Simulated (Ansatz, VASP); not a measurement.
**One calculation of TaN, two programs**

```
Ta N
1.0
     2.18784   -2.18784    0.00000
     2.18784    0.00000   -2.18784
     9.61740    9.61740    9.61740
Ta N
6 6
Direct
  0.66667 0.66667 0.26540
  0.00000 0.00000 0.11374
  0.33333 0.33333 0.41706
  0.66667 0.66667 0.72038
  0.00000 0.00000 0.56872
  0.33333 0.33333 0.87204
  0.00000 0.00000 0.34123
  0.33333 0.33333 0.18957
  0.66667 0.66667 0.49289
  0.00000 0.00000 0.79621
  0.33333 0.33333 0.64455
  0.66667 0.66667 0.03791
```

Alike in both runs: task single point; functional PBEsol; k mesh 22 × 22 × 4; occupations gaussian, width 0.15 eV; no spin polarisation.

|  | VASP | Ansatz |
| --- | --- | --- |
| version | VASP 6.6.1 | Ansatz 0.2.0 |
| potentials or method | VASP PAW PBE potentials, release 64 (Ta_pv, N), cutoff 520 eV | scalar-relativistic, plane waves, PAW |
| valence electrons in the cell | 96 | 108 |

VASP gave:

```
gap on the k mesh at the Fermi level (eV)                     : none
pressure (GPa)                                                : -6.4
traceless stress, the component that is largest in VASP (GPa) : -1.30
rms of the force components (eV/Å)                            : 0.732
```

Q: What did Ansatz give for the same quantities?

A: gap on the k mesh at the Fermi level (eV): none; pressure (GPa): -7.2; traceless stress, the component that is largest in VASP (GPa): -1.30; rms of the force components (eV/Å): 0.735.

VASP's potentials were made for PBE, not for PBEsol. Atom by atom the forces differ by 0.011 eV/Å (rms over components). A gap of «none» marks a metal or a gap that the smearing closes. VASP's potentials hold 96 valence electrons a cell and Ansatz's 108, so a difference there can come from the potentials and not from the codes.

Spin-orbit coupling is off throughout.
